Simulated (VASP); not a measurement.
NaF: single point with PBE-based screened hybrid with 50 % exact exchange

Crystal: NaF.

```
Na F
1.0
     2.79349    0.00000    0.00000
     0.00000    2.79349    0.00000
     0.00000    0.00000    2.79349
Na F
1 1
Direct
  0.00000 0.00000 0.00000
  0.50000 0.50000 0.50000
```

| Item | Value |
| --- | --- |
| Program | VASP 6.6.1 |
| Task | single point |
| Functional | PBE-based screened hybrid with 50 % exact exchange |
| Potentials or basis | VASP PAW PBE potentials, release 64 (Na_pv, F) |
| Cutoff | 520 eV |
| k mesh | 4 × 4 × 4 |
| Occupations | gaussian, width 0.01 eV |
| Spin | no spin polarisation |
| Dipole correction | no |
| Grid for exact exchange (PRECFOCK) | Normal |
| Share of exact exchange | 0.5 |
| Further INCAR settings | ALGO = Normal; EDIFF = 1e-06; NBANDS = 14 |
| Screening parameter | 0.1 1/Å |

* Pressure: -0.6 GPa
* Band gap on the k mesh: 11.36 eV (least direct gap 11.73 eV)

Levels at points of the mesh, in eV from the valence-band top:
| k point | band 3 | band 4 | band 5 | band 6 | band 7 | band 8 | band 9 | band 10 | band 11 | band 12 |
| --- | --- | --- | --- | --- | --- | --- | --- | --- | --- | --- |
| (0.00, 0.00, 0.00) | -22.95 | -22.95 | -0.37 | -0.37 | -0.37 | 11.36 | 21.26 | 21.26 | 30.38 | 30.38 |
| (0.50, 0.00, 0.00) | -22.92 | -22.07 | -2.82 | -0.23 | -0.23 | 16.36 | 17.56 | 25.62 | 26.86 | 29.58 |
| (0.50, 0.50, 0.00) | -22.90 | -22.50 | -2.08 | -2.08 | 0.00 | 17.38 | 21.18 | 21.18 | 21.42 | 29.80 |
| (0.50, 0.50, 0.50) | -23.12 | -22.24 | -1.83 | -1.83 | -1.83 | 19.90 | 19.90 | 19.90 | 25.75 | 25.75 |

Run time: 2.3 min on 1 thread of Intel(R) Xeon(R) Platinum 8175M CPU @ 2.50GHz (Skylake/Cascade Lake) (shared host), peak memory 0.22 GiB.

Caveat: the k points lie up to 0.56 Å⁻¹ apart; the PAW data sets were made with another functional, which shifts forces and pressure a little. A k mesh can miss the band edges.
